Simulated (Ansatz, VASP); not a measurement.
Hg3Pt in VASP and in Ansatz

```xyz
4
Lattice="4.3442 0.0000 0.0000 0.0000 4.3442 0.0000 0.0000 0.0000 4.3442" Properties=species:S:1:pos:R:3 pbc="T T T"
Hg    0.0000    2.1721    2.1721
Hg    2.1721    0.0000    2.1721
Hg    2.1721    2.1721    0.0000
Pt    0.0000    0.0000    0.0000
```

Alike in both runs: task single point; functional BLYP; k mesh 6 × 6 × 6; occupations methfessel-paxton of order 1, width 0.15 eV; no spin polarisation.

|  | VASP | Ansatz |
| --- | --- | --- |
| version | VASP 6.6.1 | Ansatz 0.2.0 |
| potentials or method | VASP PAW PBE potentials, release 64 (Hg_sv_GW, Pt_sv_GW) | plane waves, PAW |
| plane-wave cutoff (eV) | 570 | 420 |
| valence electrons in the cell | 78 | 78 |

VASP gave:

| Quantity | Value |
| --- | --- |
| pressure (GPa) | 7.0 |

Problem. Estimate Ansatz's values.

Solution. Pressure (GPa): 6.9.

VASP's potentials were made for PBE, not for BLYP.

Spin-orbit coupling is off throughout.
